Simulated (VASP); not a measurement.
# C in VASP: notebook, part 2 of 2

VASP 6.6.1.

## (3) Single point, PBE

The input, INCAR:

```
SYSTEM = C
ALGO = Normal ; DIPOL = 0.5 0.5 0.500
EDIFF = 1E-6 ; ENCUT = 520
GGA = PE ; GGA_COMPAT = .FALSE.
IDIPOL = 3 ; ISIF = 2
ISMEAR = 0 ; LASPH = .TRUE.
LCHARG = .FALSE. ; LDIPOL = .TRUE.
LREAL = .FALSE. ; LWAVE = .FALSE.
NBANDS = 11 ; NELM = 120
NELMDL = -8 ; PREC = Accurate
SIGMA = 0.05
```

The input, KPOINTS:

```
k-points
0
G
  9 9 1
  0 0 0
```

The input, POSCAR:

```
C
1.0
    2.4665518600      0.0000000000      0.0000000000
   -1.2332759300      2.1360965710      0.0000000000
    0.0000000000      0.0000000000     20.0000000000
C
2
Direct
    0.0000000000      0.0000000000      0.5000000000
    0.6666666667      0.3333333333      0.5000000000
```

Potentials or basis: VASP PAW PBE potentials, release 64 (C).

Command:

```sh
$ cat potpaw_PBE.64/C/POTCAR > POTCAR
$ mpirun -np 1 vasp_std > vasp.out
```

OUTCAR:

```text
SYSTEM = C
   EDIFF = 1E-6
   ENCUT = 520
   GGA = PE
   ISIF = 2
   ISMEAR = 0
   LASPH = .TRUE.
   LREAL = .FALSE.
   NELM = 120
   NELMDL = -8
   PREC = Accurate

 ion  position               nearest neighbor table
   1  0.000  0.000  0.500-   2 1.42   2 1.42   2 1.42
   2  0.667  0.333  0.500-   1 1.42   1 1.42   1 1.42

  LATTYP: Found a hexagonal cell.
 ALAT       =     2.4665518600
 C/A-ratio  =     8.1084855033

  Lattice vectors:

 A1 = (   2.4665518600,   0.0000000000,   0.0000000000)
 A2 = (  -1.2332759300,   2.1360965710,   0.0000000000)
 A3 = (   0.0000000000,   0.0000000000,  20.0000000000)

Analysis of symmetry for initial positions (statically):
=====================================================================
 Subroutine PRICEL returns:
 Original cell was already a primitive cell.

 Routine SETGRP: Setting up the symmetry group for a
 hexagonal supercell.

 Subroutine GETGRP returns: Found 24 space group operations
 (whereof 12 operations were pure point group operations)
 out of a pool of 24 trial point group operations.

The static configuration has the point symmetry D_3h.
 The point group associated with its full space group is D_6h.

Analysis of symmetry for dynamics (positions and initial velocities):
=====================================================================
 Subroutine PRICEL returns:
 Original cell was already a primitive cell.

 Routine SETGRP: Setting up the symmetry group for a
 hexagonal supercell.

 Subroutine GETGRP returns: Found 24 space group operations
 (whereof 12 operations were pure point group operations)
 out of a pool of 24 trial point group operations.

The dynamic configuration has the point symmetry D_3h.
 The point group associated with its full space group is D_6h.

 Subroutine INISYM returns: Found 24 space group operations
 (whereof 12 operations are pure point group operations),
 and found     1 'primitive' translations

----------------------------------------------------------------------------------------

                                     Primitive cell

  volume of cell :     105.3759

  direct lattice vectors                    reciprocal lattice vectors
     2.466551860  0.000000000  0.000000000     0.405424275  0.234071814  0.000000000
    -1.233275930  2.136096571  0.000000000     0.000000000  0.468143629  0.000000000
     0.000000000  0.000000000 20.000000000     0.000000000  0.000000000  0.050000000

  length of vectors
     2.466551860  2.466551860 20.000000000     0.468143629  0.468143629  0.050000000

  position of ions in fractional coordinates (direct lattice)
     0.000000000  0.000000000  0.500000000
     0.666666667  0.333333333  0.500000000

  ion indices of the primitive-cell ions
   primitive index   ion index
                 1           1
                 2           2

----------------------------------------------------------------------------------------

 KPOINTS: k-points

Automatic generation of k-mesh.
 Grid dimensions read from file:
 generate k-points for:    9    9    1

 Generating k-lattice:

  Cartesian coordinates                     Fractional coordinates (reciprocal lattice)
     0.045047142  0.026007979  0.000000000     0.111111111 -0.000000000  0.000000000
     0.000000000  0.052015959  0.000000000     0.000000000  0.111111111  0.000000000
[... 32 lines left out ...]
   ions per type =               2
   NGX,Y,Z   is equivalent  to a cutoff of  12.13, 12.13, 12.47 a.u.
   NGXF,Y,Z  is equivalent  to a cutoff of  24.26, 24.26, 24.94 a.u.
 SYSTEM =  C
   PREC   = accura    normal or accurate (medium, high low for compatibility)
   ISTART =      0    job   : 0-new  1-cont  2-samecut
   ICHARG =      2    charge: 1-file 2-atom 10-const
   ISPIN  =      1    spin polarized calculation?
   LNONCOLLINEAR =      F non collinear calculations
   LSORBIT =      F    spin-orbit coupling
   LASPH  =      T    aspherical Exc in radial PAW
   ENCUT  =  520.0 eV  38.22 Ry    6.18 a.u.   4.59  4.59 37.19*2*pi/ulx,y,z
   NELM   =    120;   NELMIN=  2; NELMDL= -8     # of ELM steps
   EDIFF  = 0.1E-05   stopping-criterion for ELM
   LREAL  =      F    real-space projection
   EDIFFG = 0.1E-04   stopping-criterion for IOM
   NSW    =      0    number of steps for IOM
   IBRION =     -1    ionic relax: 0-MD 1-quasi-New 2-CG
   NFREE  =      0    steps in history (QN), initial steepest desc. (CG)
   ISIF   =      2    stress and relaxation
   ISYM   =      2    0-nonsym 1-usesym 2-fastsym
   POTIM  = 0.5000    time-step for ionic-motion
   TEBEG  =    0.0;   TEEND  =   0.0 temperature during run
   PSTRESS=    0.0 pullay stress
   NELECT =       8.0000    total number of electrons
   NUPDOWN=      -1.0000    fix difference up-down
   EMIN   =  10.00;   EMAX   =-10.00  energy-range for DOS
   EFERMI =   0.00;   METHOD = LEGACY
   ISMEAR =     0;   SIGMA  =   0.05  broadening in eV -4-tet -1-fermi 0-gaus
   EFERMI_NEDOS =   21; number of points for ismear=-14 and -15
   IALGO  =     38    algorithm
   IMIX   =      4    mixing-type and parameters
     AMIX     =   0.40;   BMIX     =  1.00
     AMIX_MAG =   1.60;   BMIX_MAG =  1.00
  volume/ion in A,a.u.               =      52.69       355.56
  Fermi-wavevector in a.u.,A,eV,Ry     =   0.693199  1.309956  6.537933  0.480525
  Thomas-Fermi vector in A             =   1.775345
   LORBIT       =      0    0 simple, 1 ext, 2 COOP (PROOUT), +10 PAW based schemes
   GGA     = PE    functional components
   LHFCALC =     F    Hartree Fock is set to
   AEXX    =    0.0000 exact exchange contribution
   IVDW    =     0    specifies the selected vdW correction
   LEPSILON=     F    determine dielectric tensor
   LRPA    =     F    only Hartree local field effects (RPA)
 non-spin polarized calculation
 Gauss-broadening in eV      SIGMA  =   0.05
  energy-cutoff  :      520.00
  volume of cell :      105.38
 maximum number of plane-waves:      2888
   NGX =  9   NGY =  9   NGZ = 75

 dipolmoment           0.000000      0.000000     -0.000000 electrons x Angstroem

 number of electron       7.9999997 magnetization

 dipolmoment           0.000000      0.000000      0.000000 electrons x Angstroem

 Free energy of the ion-electron system (eV)
  ---------------------------------------------------
  ext. energy  EPLUGINS =         0.00000000
  ---------------------------------------------------
  free energy    TOTEN  =       -18.43605691 eV

  energy without entropy =      -18.43466385  energy(sigma->0) =      -18.43536038

 E-fermi :  -2.7448     XC(G=0):  -2.1724

 val. band max:       -2.7447601874   @ k =   0.3333   0.3333   0.0000
 cond. band min:      -2.7447601820   @ k =   0.3333   0.3333   0.0000
 fundamental gap:      0.0000000054
 Fermi energy:        -2.7447601847

 k-point     1 :       0.0000    0.0000    0.0000
  band No.  band energies     occupation
      1     -22.2618      2.00000
      2     -10.3574      2.00000
      3      -5.7910      2.00000
      4      -5.7910      2.00000
      5       0.5175      0.00000
      6       1.3112      0.00000
      7       1.6532      0.00000
      8       2.5863      0.00000
      9       3.0143      0.00000
     10       5.3227      0.00000
     11       5.5562      0.00000
[... 141 lines left out ...]
 k-point    12 :       0.3333    0.3333    0.0000
  band No.  band energies     occupation
      1     -15.3432      2.00000
      2     -15.3432      2.00000
      3     -13.2991      2.00000
      4      -2.7448      1.00000
      5      -2.7448      1.00000
      6       7.8637      0.00000
      7      10.1268      0.00000
      8      10.1268      0.00000
      9      10.7370      0.00000
     10      12.1189      0.00000
     11      12.1379      0.00000

------------------------ aborting loop because EDIFF is reached ----------------------------------------

 vacuum level on the upper side and lower side of the slab       (xc-potential included)        -0.150        -0.150

  FORCE on cell =-STRESS in cart. coord.  units (eV):
  Direction    XX          YY          ZZ          XY          YZ          ZX
  --------------------------------------------------------------------------------------
  -------------------------------------------------------------------------------------
  Total        0.0927182      0.0927182     -0.0109873     -0.0000000      0.0000000      0.0000000
  in kB        1.4097258      1.4097258     -0.1670555     -0.0000000      0.0000000      0.0000000
  external PRESSURE =       0.8841320 kB  Pullay stress =       0.0000000 kB

 VOLUME and BASIS-vectors are now :
 -----------------------------------------------------------------------------
  energy-cutoff  :      520.00
  volume of cell :      105.38
      direct lattice vectors                 reciprocal lattice vectors
     2.466551860  0.000000000  0.000000000     0.405424275  0.234071814  0.000000000
    -1.233275930  2.136096571  0.000000000     0.000000000  0.468143629  0.000000000
     0.000000000  0.000000000 20.000000000     0.000000000  0.000000000  0.050000000

 POSITION                                       TOTAL-FORCE (eV/Angst)
 -----------------------------------------------------------------------------------
      0.00000      0.00000     10.00000        -0.000000      0.000000      0.000000
      1.23328      0.71203     10.00000         0.000000      0.000000      0.000000
 -----------------------------------------------------------------------------------
    total drift:                               -0.000000      0.000000      0.000000

  FREE ENERGIE OF THE ION-ELECTRON SYSTEM (eV)
  ---------------------------------------------------
  free  energy   TOTEN  =       -18.4360569091 eV

  energy  without entropy=      -18.4346638484  energy(sigma->0) =      -18.43536038

 vacuum level on the upper side and lower side of the slab         1.426         1.426
```

OSZICAR:

```text
N       E                     dE             d eps       ncg     rms          rms(c)
DAV:   1     0.609701657507E+02    0.60970E+02   -0.33914E+03   272   0.541E+02
DAV:   2    -0.137482107156E+02   -0.74718E+02   -0.63619E+02   348   0.124E+02
DAV:   3    -0.196559031078E+02   -0.59077E+01   -0.58982E+01   375   0.439E+01
[... 15 lines left out ...]
DAV:  19    -0.184360454110E+02   -0.35588E-04   -0.45435E-06   281   0.665E-03    0.167E-03
DAV:  20    -0.184360522160E+02   -0.68050E-05   -0.21103E-07   326   0.185E-03    0.695E-04
DAV:  21    -0.184360536473E+02   -0.14313E-05   -0.38446E-08   320   0.824E-04    0.639E-04
DAV:  22    -0.184360566411E+02   -0.29938E-05   -0.27668E-08   281   0.628E-04    0.750E-05
DAV:  23    -0.184360569091E+02   -0.26794E-06   -0.84849E-10   316   0.119E-04
   1 F= -.18436057E+02 E0= -.18435360E+02  d E =-.139306E-02
```

stdout:

```text
POSCAR found type information on POSCAR C
 POSCAR found :  1 types and       2 ions
 scaLAPACK will be used
 LDA part: xc-table for (Slater+PW92), standard interpolation
 POSCAR, INCAR and KPOINTS ok, starting setup
 FFT: planning ... GRIDC
 FFT: planning ... GRID_SOFT
 FFT: planning ... GRID
 WAVECAR not read
 entering main loop
```

It took 14 s on 1 thread of AMD EPYC 7R13 (Zen 3), shared host; peak memory 0.16 GiB.

Results:

```
Free energy            : -18.4361 eV
Band gap on the k mesh : zero (filled and empty bands touch)
```

## (4) Single point, PBE

This run uses another cell than the first one.

The input, INCAR:

```
ALGO = Normal
DIPOL = 0.5 0.5 0.500
EDIFF = 1E-6
ENCUT = 520
GGA = PE
GGA_COMPAT = False
IDIPOL = 3
ISIF = 2
ISMEAR = 0
LASPH = True
LCHARG = False
LDIPOL = True
LREAL = False
LWAVE = False
NBANDS = 11
NELM = 120
NELMDL = -8
PREC = Accurate
SIGMA = 0.05
```

The input, KPOINTS:

```
k-points
0
Gamma
  15 15 1
```

Changes to POSCAR since step 3:

```diff
@@ -4,3 +4,3 @@
    -1.2332759300      2.1360965710      0.0000000000
-    0.0000000000      0.0000000000     20.0000000000
+    0.0000000000      0.0000000000      9.0000000000
 C
```

Command:

```sh
$ cat potpaw_PBE.64/C/POTCAR > POTCAR
$ mpirun -np 1 vasp_std > vasp.out
```

Run time: 11 s. Hardware: 1 thread of AMD EPYC 7R13 (Zen 3), shared host; peak memory 0.12 GiB.

The run converged. Its results:

| Property | Result |
| --- | --- |
| Free energy | -18.4482 eV |
| Band gap on the k mesh | zero (filled and empty bands touch) |

Levels at points of the mesh, in eV from the Fermi level:
```csv
k point,band 1,band 2,band 3,band 4,band 5,band 6,band 7,band 8
"(0.00, 0.00, 0.00)",-19.52,-7.61,-3.05,-3.05,3.05,5.06,6.62,8.30
```

## (5) Single point, PBE

This run uses another cell than the first one.

The input, INCAR:

```
SYSTEM = C
  ALGO = Normal
  DIPOL = 0.5 0.5 0.500
  EDIFF = 1E-6
  ENCUT = 520
  GGA = PE
  GGA_COMPAT = .False.
  IDIPOL = 3
  ISIF = 2
  ISMEAR = 0
  LASPH = .True.
  LCHARG = .False.
  LDIPOL = .True.
  LREAL = .False.
  LWAVE = .False.
  NBANDS = 11
  NELM = 120
  NELMDL = -8
  PREC = Accurate
  SIGMA = 0.05
```

The input, KPOINTS:

```
k-points
0
Gamma
  15 15 1
  0 0 0
```

Changes to POSCAR since step 4:

```diff
@@ -4,3 +4,3 @@
    -1.2332759300      2.1360965710      0.0000000000
-    0.0000000000      0.0000000000      9.0000000000
+    0.0000000000      0.0000000000     16.0000000000
 C
```

Command:

```sh
$ cat potpaw_PBE.64/C/POTCAR > POTCAR
$ mpirun -np 1 vasp_std > vasp.out
```

Wall time 20 s (1 thread of AMD EPYC 7R13 (Zen 3), shared host); peak memory 0.15 GiB.

The run converged. Its results:

```yaml
Free_energy: -18.4485 eV
Band_gap_on_the_k_mesh: zero (filled and empty bands touch)
```

Levels at points of the mesh, in eV from the Fermi level:
| k point | band 1 | band 2 | band 3 | band 4 | band 5 | band 6 | band 7 | band 8 | band 9 |
| --- | --- | --- | --- | --- | --- | --- | --- | --- | --- |
| (0.00, 0.00, 0.00) | -19.52 | -7.61 | -3.05 | -3.05 | 3.26 | 4.12 | 4.59 | 6.22 | 6.89 |

## (6) Single point, PBE

The input, INCAR:

```
SYSTEM = C
  PREC = Accurate
  ENCUT = 520
  EDIFF = 1E-6
  ISMEAR = 0
  SIGMA = 0.05
  LREAL = .False.
  LASPH = .True.
  NELM = 120
  ALGO = Normal
  ISIF = 2
  LWAVE = .False.
  LCHARG = .False.
  LDIPOL = .True.
  IDIPOL = 3
  DIPOL = 0.5 0.5 0.500
  GGA = PE
  NBANDS = 11
  GGA_COMPAT = .False.
  NELMDL = -8
```

The input, KPOINTS:

```
Automatic mesh
0
Gamma
  15 15 1
  0 0 0
```

The input, POSCAR:

```
C
1.0
    2.4672912620      0.0000000000      0.0000000000
   -1.2336456310      2.1367369110      0.0000000000
    0.0000000000      0.0000000000     20.0000000000
C
2
Direct
    0.0000000000      0.0000000000      0.5000000000
    0.6666666700      0.3333333400      0.5000000000
```

Potentials or basis: VASP PAW PBE potentials, release 64 (C).

Command:

```sh
$ cat potpaw_PBE.64/C/POTCAR > POTCAR
$ mpirun -np 1 vasp_std > vasp.out
```

OUTCAR:

```text
SYSTEM = C
   PREC = Accurate
   ENCUT = 520
   EDIFF = 1E-6
   ISMEAR = 0
   LREAL = .False.
   LASPH = .True.
   NELM = 120
   ISIF = 2
   GGA = PE
   NELMDL = -8

 ion  position               nearest neighbor table
   1  0.000  0.000  0.500-   2 1.42   2 1.42   2 1.42
   2  0.667  0.333  0.500-   1 1.42   1 1.42   1 1.42

  LATTYP: Found a hexagonal cell.
 ALAT       =     2.4672912620
 C/A-ratio  =     8.1060555387

  Lattice vectors:

 A1 = (   2.4672912620,   0.0000000000,   0.0000000000)
 A2 = (  -1.2336456310,   2.1367369110,   0.0000000000)
 A3 = (   0.0000000000,   0.0000000000,  20.0000000000)

Analysis of symmetry for initial positions (statically):
=====================================================================
 Subroutine PRICEL returns:
 Original cell was already a primitive cell.

 Routine SETGRP: Setting up the symmetry group for a
 hexagonal supercell.

 Subroutine GETGRP returns: Found 24 space group operations
 (whereof 12 operations were pure point group operations)
 out of a pool of 24 trial point group operations.

[... 181 lines left out ...]
      7       1.6624      0.00000
      8       2.5893      0.00000
      9       3.0253      0.00000
     10       5.3265      0.00000
     11       5.5470      0.00000
[... 309 lines left out ...]
 k-point    24 :       0.4000    0.2000    0.0000
  band No.  band energies     occupation
      1     -16.4172      2.00000
      2     -15.4240      2.00000
      3     -11.5872      2.00000
      4      -4.2474      2.00000
      5      -1.4509      0.00000
      6       8.0403      0.00000
      7       8.5722      0.00000
      8       9.1493      0.00000
      9       9.3780      0.00000
     10      10.3831      0.00000
     11      10.8347      0.00000

 [... further k-points ...]

------------------------ aborting loop because EDIFF is reached ----------------------------------------

 vacuum level on the upper side and lower side of the slab       (xc-potential included)        -0.125        -0.125

  FORCE on cell =-STRESS in cart. coord.  units (eV):
  Direction    XX          YY          ZZ          XY          YZ          ZX
  --------------------------------------------------------------------------------------
  -------------------------------------------------------------------------------------
  Total        0.0359228      0.0359228     -0.0108594      0.0000000      0.0000000      0.0000000
  in kB        0.5458570      0.5458570     -0.1650114      0.0000000      0.0000000      0.0000000
  external PRESSURE =       0.3089009 kB  Pullay stress =       0.0000000 kB

 VOLUME and BASIS-vectors are now :
 -----------------------------------------------------------------------------
  energy-cutoff  :      520.00
  volume of cell :      105.44
      direct lattice vectors                 reciprocal lattice vectors
     2.467291262  0.000000000  0.000000000     0.405302777  0.234001667  0.000000000
    -1.233645631  2.136736911  0.000000000     0.000000000  0.468003335  0.000000000
     0.000000000  0.000000000 20.000000000     0.000000000  0.000000000  0.050000000

 POSITION                                       TOTAL-FORCE (eV/Angst)
 -----------------------------------------------------------------------------------
      0.00000      0.00000     10.00000         0.000000      0.000000      0.000000
      1.23365      0.71225     10.00000        -0.000000     -0.000000      0.000000
 -----------------------------------------------------------------------------------
    total drift:                                0.000000     -0.000003     -0.000000

  FREE ENERGIE OF THE ION-ELECTRON SYSTEM (eV)
  ---------------------------------------------------
  free  energy   TOTEN  =       -18.4485981722 eV

  energy  without entropy=      -18.4480966703  energy(sigma->0) =      -18.44834742

 vacuum level on the upper side and lower side of the slab         1.424         1.424
```

OSZICAR:

```text
N       E                     dE             d eps       ncg     rms          rms(c)
DAV:   1     0.508995002345E+02    0.50900E+02   -0.33143E+03   618   0.523E+02
DAV:   2    -0.147221517302E+02   -0.65622E+02   -0.53581E+02   867   0.117E+02
DAV:   3    -0.196587745798E+02   -0.49366E+01   -0.49277E+01   844   0.391E+01
[... 15 lines left out ...]
DAV:  19    -0.184485866109E+02   -0.12756E-04   -0.12981E-06   676   0.402E-03    0.152E-03
DAV:  20    -0.184485936346E+02   -0.70237E-05   -0.28353E-07   694   0.201E-03    0.752E-04
DAV:  21    -0.184485954285E+02   -0.17939E-05   -0.87750E-09   718   0.543E-04    0.451E-04
DAV:  22    -0.184485978180E+02   -0.23895E-05   -0.18987E-08   621   0.543E-04    0.768E-05
DAV:  23    -0.184485981722E+02   -0.35414E-06   -0.17419E-09   676   0.150E-04
   1 F= -.18448598E+02 E0= -.18448347E+02  d E =-.501502E-03
```

stdout:

```text
POSCAR found type information on POSCAR C
 POSCAR found :  1 types and       2 ions
 scaLAPACK will be used
 LDA part: xc-table for (Slater+PW92), standard interpolation
 POSCAR, INCAR and KPOINTS ok, starting setup
 FFT: planning ... GRIDC
 FFT: planning ... GRID_SOFT
 FFT: planning ... GRID
 WAVECAR not read
 entering main loop
```

Run time: 29 s. Hardware: 1 thread of AMD EPYC 7R13 (Zen 3), shared host; peak memory 0.17 GiB.

What came out:

```
Free energy            : -18.4486 eV
Band gap on the k mesh : zero (filled and empty bands touch)
```

## (7) Overview

| cell | k mesh | gap on the mesh (eV) |
| --- | --- | --- |
| a = 2.467, b = 2.467, c = 20.000 Å, angles 90.0, 90.0, 120.0°, 2 atoms | 6 × 6 × 1 | none |
| a = 2.467, b = 2.467, c = 20.000 Å, angles 90.0, 90.0, 120.0°, 2 atoms | 9 × 9 × 1 | none |
| a = 2.467, b = 2.467, c = 9.000 Å, angles 90.0, 90.0, 120.0°, 2 atoms | 15 × 15 × 1 | none |
| a = 2.467, b = 2.467, c = 16.000 Å, angles 90.0, 90.0, 120.0°, 2 atoms | 15 × 15 × 1 | none |
| a = 2.467, b = 2.467, c = 20.000 Å, angles 90.0, 90.0, 120.0°, 2 atoms | 15 × 15 × 1 | none |

Alike in all rows: task single point; level PBE; potentials or basis VASP PAW PBE potentials, release 64 (C); no spin polarisation; cutoff (eV) 520; smearing gaussian 0.05 eV.

Caveats: some runs use coarse meshes.

Total energies depend on the potentials used, so only differences within one code and one set of settings carry meaning.
